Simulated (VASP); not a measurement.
# HBr (Fmmm) in VASP: notebook

Runs on HBr. Level: PBEsol. Tasks: single point.

All numbers are computed with VASP 6.6.1; they aren't measurements. Logs are shortened: lines on timing, memory, paths and dates and some standing lists are left out, and cuts for length are marked.

## Step 1: The cell of the first run

Symmetry: Fmmm, No. 69, orthorhombic system. Conventional cell: a = 5.555 Å, b = 5.640 Å, c = 6.063 Å, α = 90.00°, β = 90.00°, γ = 90.00°. H (site symmetry mmm) has 6 Br at 2.78 to 3.03 Å within 3.7 Å. Br (site symmetry mmm) has 6 H at 2.78 to 3.03 Å within 3.7 Å.

## Step 2: Single point, PBEsol

The input, INCAR:

```
SYSTEM = HBr
ALGO = Normal ; EDIFF = 1E-7
ENCUT = 520 ; GGA = PS
ISIF = 2 ; ISMEAR = 0
LASPH = .True. ; LCHARG = .False.
LREAL = .False. ; LWAVE = .False.
NBANDS = 11 ; NELM = 100
PREC = Accurate ; SIGMA = 0.15
```

The input, KPOINTS:

```
k-points
0
Gamma
  16 16 16
  0 0 0
```

The input, POSCAR:

```
HBr
1.0
    0.0000000000      2.8200000000      3.0315000000
    2.7775000000      0.0000000000      3.0315000000
    2.7775000000      2.8200000000      0.0000000000
H Br
1 1
Direct
    0.0000000000      0.0000000000      0.0000000000
    0.5000000000      0.5000000000      0.5000000000
```

Potentials or basis: VASP PAW PBE potentials, release 64 (H, Br).

Command:

```console
> cat potpaw_PBE.64/H/POTCAR potpaw_PBE.64/Br/POTCAR > POTCAR
> mpirun -np 1 vasp_std > vasp.out
```

OUTCAR:

```text
SYSTEM = HBr
   EDIFF = 1E-7
   ENCUT = 520
   GGA = PS
   ISIF = 2
   ISMEAR = 0
   LASPH = .True.
   LREAL = .False.
   NELM = 100
   PREC = Accurate

 ion  position               nearest neighbor table
   1  0.000  0.000  0.000-
   2  0.500  0.500  0.500-

  LATTYP: Found a face centered orthorhombic cell.
 ALAT       =     5.5550000000
 B/A-ratio  =     1.0153015302
 C/A-ratio  =     1.0914491449

  Lattice vectors:

 A1 = (   0.0000000000,   2.8200000000,   3.0315000000)
 A2 = (   2.7775000000,   0.0000000000,   3.0315000000)
 A3 = (   2.7775000000,   2.8200000000,   0.0000000000)

Analysis of symmetry for initial positions (statically):
=====================================================================
 Subroutine PRICEL returns:
 Original cell was already a primitive cell.

 Routine SETGRP: Setting up the symmetry group for a
 face centered orthorhombic supercell.

 Subroutine GETGRP returns: Found  8 space group operations
 (whereof  8 operations were pure point group operations)
 out of a pool of  8 trial point group operations.

The static configuration has the point symmetry D_2h.

Analysis of symmetry for dynamics (positions and initial velocities):
=====================================================================
 Subroutine PRICEL returns:
 Original cell was already a primitive cell.

 Routine SETGRP: Setting up the symmetry group for a
 face centered orthorhombic supercell.

 Subroutine GETGRP returns: Found  8 space group operations
 (whereof  8 operations were pure point group operations)
 out of a pool of  8 trial point group operations.

The dynamic configuration has the point symmetry D_2h.

 Subroutine INISYM returns: Found  8 space group operations
 (whereof  8 operations are pure point group operations),
 and found     1 'primitive' translations

----------------------------------------------------------------------------------------

                                     Primitive cell

  volume of cell :      47.4888

  direct lattice vectors                    reciprocal lattice vectors
     0.000000000  2.820000000  3.031500000    -0.180018002  0.177304965  0.164934851
     2.777500000  0.000000000  3.031500000     0.180018002 -0.177304965  0.164934851
     2.777500000  2.820000000  0.000000000     0.180018002  0.177304965 -0.164934851

  length of vectors
     4.140337215  4.111508057  3.958144294     0.301740015  0.301740015  0.301740015

  position of ions in fractional coordinates (direct lattice)
     0.000000000  0.000000000  0.000000000
     0.500000000  0.500000000  0.500000000

  ion indices of the primitive-cell ions
   primitive index   ion index
                 1           1
                 2           2

----------------------------------------------------------------------------------------

 KPOINTS: k-points

Automatic generation of k-mesh.
 Grid dimensions read from file:
 generate k-points for:   16   16   16

 Generating k-lattice:

  Cartesian coordinates                     Fractional coordinates (reciprocal lattice)
    -0.011251125  0.011081560  0.010308428     0.062500000  0.000000000  0.000000000
     0.011251125 -0.011081560  0.010308428     0.000000000  0.062500000 -0.000000000
     0.011251125  0.011081560 -0.010308428     0.000000000 -0.000000000  0.062500000

  Length of vectors
     0.018858751  0.018858751  0.018858751

  Shift w.r.t. Gamma in fractional coordinates (k-lattice)
     0.000000000  0.000000000  0.000000000

 Subroutine IBZKPT returns following result:
 ===========================================

 Found    621 irreducible k-points:

 Following reciprocal coordinates:
            Coordinates               Weight
  0.000000  0.000000  0.000000      1.000000
  0.062500  0.000000  0.000000      8.000000
  0.125000  0.000000  0.000000      8.000000
  0.187500 -0.000000 -0.000000      8.000000
  0.250000  0.000000  0.000000      8.000000
  0.312500 -0.000000 -0.000000      8.000000
[... 16 lines left out ...]
 -0.125000  0.062500  0.000000      8.000000
 -0.062500  0.062500  0.000000      4.000000
 [... further k-points ...]
   k-points           NKPTS =    621   k-points in BZ     NKDIM =    621   number of bands    NBANDS=     11
   number of dos      NEDOS =    301   number of ions     NIONS =      2
   total plane-waves  NPLWV =  30720
   dimension x,y,z NGX =    32 NGY =   32 NGZ =   30
   dimension x,y,z NGXF=    64 NGYF=   64 NGZF=   60
   ions per type =               1   1
   NGX,Y,Z   is equivalent  to a cutoff of  12.85, 12.94, 12.60 a.u.
   NGXF,Y,Z  is equivalent  to a cutoff of  25.70, 25.88, 25.20 a.u.
 SYSTEM =  HBr
   PREC   = accura    normal or accurate (medium, high low for compatibility)
   ISTART =      0    job   : 0-new  1-cont  2-samecut
   ICHARG =      2    charge: 1-file 2-atom 10-const
   ISPIN  =      1    spin polarized calculation?
   LNONCOLLINEAR =      F non collinear calculations
   LSORBIT =      F    spin-orbit coupling
   LASPH  =      T    aspherical Exc in radial PAW
   ENCUT  =  520.0 eV  38.22 Ry    6.18 a.u.   7.70  7.64  7.36*2*pi/ulx,y,z
   NELM   =    100;   NELMIN=  2; NELMDL= -5     # of ELM steps
   EDIFF  = 0.1E-06   stopping-criterion for ELM
   LREAL  =      F    real-space projection
   EDIFFG = 0.1E-05   stopping-criterion for IOM
   NSW    =      0    number of steps for IOM
   IBRION =     -1    ionic relax: 0-MD 1-quasi-New 2-CG
   NFREE  =      0    steps in history (QN), initial steepest desc. (CG)
   ISIF   =      2    stress and relaxation
   ISYM   =      2    0-nonsym 1-usesym 2-fastsym
   POTIM  = 0.5000    time-step for ionic-motion
   TEBEG  =    0.0;   TEEND  =   0.0 temperature during run
   PSTRESS=    0.0 pullay stress
   NELECT =       8.0000    total number of electrons
   NUPDOWN=      -1.0000    fix difference up-down
   EMIN   =  10.00;   EMAX   =-10.00  energy-range for DOS
   EFERMI =   0.00;   METHOD = LEGACY
   ISMEAR =     0;   SIGMA  =   0.15  broadening in eV -4-tet -1-fermi 0-gaus
   EFERMI_NEDOS =   21; number of points for ismear=-14 and -15
   IALGO  =     38    algorithm
   IMIX   =      4    mixing-type and parameters
     AMIX     =   0.40;   BMIX     =  1.00
     AMIX_MAG =   1.60;   BMIX_MAG =  1.00
  volume/ion in A,a.u.               =      23.74       160.23
  Fermi-wavevector in a.u.,A,eV,Ry     =   0.904152  1.708599 11.122628  0.817490
  Thomas-Fermi vector in A             =   2.027564
   LORBIT       =      0    0 simple, 1 ext, 2 COOP (PROOUT), +10 PAW based schemes
   GGA     = PS    functional components
   LHFCALC =     F    Hartree Fock is set to
   AEXX    =    0.0000 exact exchange contribution
   IVDW    =     0    specifies the selected vdW correction
   LEPSILON=     F    determine dielectric tensor
   LRPA    =     F    only Hartree local field effects (RPA)
 non-spin polarized calculation
 Gauss-broadening in eV      SIGMA  =   0.15
  energy-cutoff  :      520.00
  volume of cell :       47.49
 maximum number of plane-waves:      1300
   NGX = 15   NGY = 15   NGZ = 15

 number of electron       8.0000000 magnetization

 Free energy of the ion-electron system (eV)
  ---------------------------------------------------
  ext. energy  EPLUGINS =         0.00000000
  ---------------------------------------------------
  free energy    TOTEN  =        -2.81759719 eV

  energy without entropy =       -2.80893257  energy(sigma->0) =       -2.81326488

 E-fermi :  -1.9563     XC(G=0):  -7.7772

 val. band max:       -1.9575481136   @ k =   0.4375  -0.0625   0.3750
 cond. band min:      -1.9548866543   @ k =   0.0000   0.0000   0.0000
 fundamental gap:      0.0026614593
 Fermi energy:        -1.9562935345

 k-point     1 :       0.0000    0.0000    0.0000
  band No.  band energies     occupation
      1     -15.3525      2.00000
      2      -2.5135      2.00000
      3      -2.0744      1.73449
      4      -2.0355      1.54454
      5      -1.9549      0.98942
      6       7.7458      0.00000
      7       8.8577      0.00000
      8       9.3969      0.00000
      9       9.5015      0.00000
     10      11.4199      0.00000
     11      11.7541      0.00000

 k-point     2 :       0.0625    0.0000    0.0000
  band No.  band energies     occupation
      1     -15.3404      2.00000
      2      -2.8533      2.00000
      3      -2.0595      1.66967
      4      -1.9911      1.25751
      5      -1.7150      0.02293
      6       7.6617      0.00000
      7       8.8356      0.00000
      8       9.2779      0.00000
      9       9.5070      0.00000
     10      10.9845      0.00000
     11      11.7144      0.00000

 k-point     3 :       0.1250    0.0000    0.0000
  band No.  band energies     occupation
      1     -15.3055      2.00000
      2      -3.3542      2.00000
      3      -2.0705      1.71825
      4      -2.0270      1.49481
      5      -1.2833      0.00000
      6       7.3277      0.00000
      7       8.7570      0.00000
      8       9.1446      0.00000
      9       9.5937      0.00000
     10      10.5760      0.00000
     11      11.0704      0.00000

 k-point     4 :       0.1875   -0.0000   -0.0000
  band No.  band energies     occupation
      1     -15.2523      2.00000
      2      -3.8485      2.00000
      3      -2.0885      1.78754
      4      -2.0814      1.76192
      5      -0.8894      0.00000
      6       6.7616      0.00000
      7       8.7522      0.00000
      8       9.0223      0.00000
      9       9.5145      0.00000
     10      10.6210      0.00000
     11      10.8365      0.00000

 k-point     5 :       0.2500    0.0000    0.0000
  band No.  band energies     occupation
      1     -15.1880      2.00000
      2      -4.3003      2.00000
      3      -2.1478      1.92896
      4      -2.1059      1.84148
      5      -0.5559      0.00000
      6       6.1541      0.00000
      7       8.4621      0.00000
      8       9.1569      0.00000
      9       9.2749      0.00000
     10      11.0933      0.00000
     11      11.1331      0.00000
[... 211 lines left out ...]
 k-point    21 :      -0.2500    0.0625    0.0000
  band No.  band energies     occupation
      1     -15.1516      2.00000
      2      -4.5218      2.00000
      3      -2.2416      1.99285
      4      -2.0776      1.74735
      5      -0.3548      0.00000
      6       6.0460      0.00000
      7       8.1060      0.00000
      8       8.9431      0.00000
      9       9.4899      0.00000
     10      10.9197      0.00000
     11      11.9400      0.00000

 k-point    22 :      -0.1875    0.0625    0.0000
  band No.  band energies     occupation
      1     -15.2169      2.00000
      2      -4.1287      2.00000
      3      -2.1610      1.94643
      4      -2.0582      1.66312
      5      -0.6374      0.00000
      6       6.6416      0.00000
      7       8.2672      0.00000
      8       9.2680      0.00000
      9       9.3914      0.00000
     10      10.4188      0.00000
     11      11.2720      0.00000

 k-point    23 :      -0.1250    0.0625    0.0000
  band No.  band energies     occupation
      1     -15.2751      2.00000
      2      -3.6890      2.00000
      3      -2.0798      1.75583
      4      -2.0473      1.60920
      5      -0.9853      0.00000
      6       7.2378      0.00000
      7       8.4053      0.00000
      8       9.1977      0.00000
      9       9.6947      0.00000
     10      10.3163      0.00000
     11      10.9388      0.00000

 k-point    24 :      -0.0625    0.0625    0.0000
  band No.  band energies     occupation
      1     -15.3181      2.00000
      2      -3.2388      2.00000
      3      -2.0473      1.60886
      4      -2.0108      1.39267
      5      -1.3758      0.00000
      6       7.5990      0.00000
      7       8.7622      0.00000
      8       9.0459      0.00000
      9       9.5854      0.00000
     10      10.8474      0.00000
     11      11.0359      0.00000

 [... further k-points ...]
[... 5 lines left out ...]
  --------------------------------------------------------------------------------------
  -------------------------------------------------------------------------------------
  Total       -3.1735281     -2.8110258     -1.5673158     -0.0000000      0.0000000      0.0000000
  in kB     -107.0686152    -94.8385000    -52.8781609     -0.0000000      0.0000000      0.0000000
  external PRESSURE =     -84.9284254 kB  Pullay stress =       0.0000000 kB

 VOLUME and BASIS-vectors are now :
 -----------------------------------------------------------------------------
  energy-cutoff  :      520.00
  volume of cell :       47.49
      direct lattice vectors                 reciprocal lattice vectors
     0.000000000  2.820000000  3.031500000    -0.180018002  0.177304965  0.164934851
     2.777500000  0.000000000  3.031500000     0.180018002 -0.177304965  0.164934851
     2.777500000  2.820000000  0.000000000     0.180018002  0.177304965 -0.164934851

 POSITION                                       TOTAL-FORCE (eV/Angst)
 -----------------------------------------------------------------------------------
      0.00000      0.00000      0.00000        -0.000000     -0.000000      0.000000
      2.77750      2.82000      3.03150         0.000000      0.000000      0.000000
 -----------------------------------------------------------------------------------
    total drift:                               -0.000000     -0.000000      0.000000

  FREE ENERGIE OF THE ION-ELECTRON SYSTEM (eV)
  ---------------------------------------------------
  free  energy   TOTEN  =        -2.8175971872 eV

  energy  without entropy=       -2.8089325724  energy(sigma->0) =       -2.81326488
```

It took 4 min on 1 thread of Intel Xeon Platinum 8259CL at 2.50GHz (Skylake/Cascade Lake), shared host; peak memory 0.44 GiB.

What came out:

| Item | Value |
| --- | --- |
| Free energy | -2.8176 eV |
| Pressure | -8.5 GPa |
| Band gap on the k mesh | zero (bands 4 and 5 overlap by 0.60 eV) |

Caveat: the cell stands under tension; the PAW data sets were made with another functional, which shifts forces and pressure a little.

## Step 3: Single point, PBEsol

The input, INCAR:

```
SYSTEM = HBr
PREC     = Accurate       ! precision mode
ENCUT    = 520            ! plane-wave cutoff, eV
EDIFF    = 1E-7           ! SCF threshold, eV
ISMEAR   = 0              ! smearing method
SIGMA    = 0.15           ! smearing width, eV
LREAL    = .False.        ! projectors in reciprocal space
LASPH    = .True.         ! aspherical terms in the spheres
NELM     = 100            ! most SCF steps
ALGO     = Normal         ! electronic algorithm
ISIF     = 2              ! what is computed and relaxed
LWAVE    = .False.        ! write WAVECAR
LCHARG   = .True.         ! write CHGCAR
GGA      = PS             ! functional
LELF     = .True.         ! ELF
LVHAR    = .True.       
NBANDS   = 11             ! bands
```

The input, KPOINTS:

```
Automatic mesh
0
Gamma
  14 14 14
  0 0 0
```

POSCAR is that of step 2.

Potentials or basis: VASP PAW PBE potentials, release 64 (H, Br).

Command:

```console
> cat potpaw_PBE.64/H/POTCAR potpaw_PBE.64/Br/POTCAR > POTCAR
> mpirun -np 1 vasp_std > vasp.out
```

Wall time 2.8 min (1 thread of Intel Xeon Platinum 8259CL at 2.50GHz (Skylake/Cascade Lake), shared host); peak memory 0.35 GiB.

The run converged. Its results:

- Free energy: -2.8176 eV
- Pressure: -8.5 GPa
- Band gap on the k mesh: zero (bands 4 and 5 overlap by 0.60 eV)

Stress tensor (GPa, compression positive):
```
-10.71   0.00   0.00
  0.00  -9.48   0.00
  0.00   0.00  -5.28
```

Levels at points of the mesh, in eV from the Fermi level:
```csv
k point,band 1,band 2,band 3,band 4,band 5,band 6,band 7,band 8,band 9
"(0.00, 0.00, 0.00)",-13.40,-0.56,-0.12,-0.08,0.00,9.70,10.81,11.35,11.46
"(0.50, 0.00, 0.00)",-13.06,-3.27,-0.35,-0.20,2.02,6.81,9.57,10.18,13.11
"(0.50, 0.50, 0.00)",-13.03,-1.98,-0.72,-0.64,-0.55,8.33,11.10,13.48,13.96
"(0.50, 0.00, 0.50)",-12.94,-2.02,-1.04,-0.63,-0.62,8.11,11.83,13.00,13.14
"(0.00, 0.50, 0.50)",-12.92,-2.02,-1.04,-0.70,-0.63,8.04,11.99,13.03,13.19
```

Caveat: the cell stands under tension; the PAW data sets were made with another functional, which shifts forces and pressure a little.
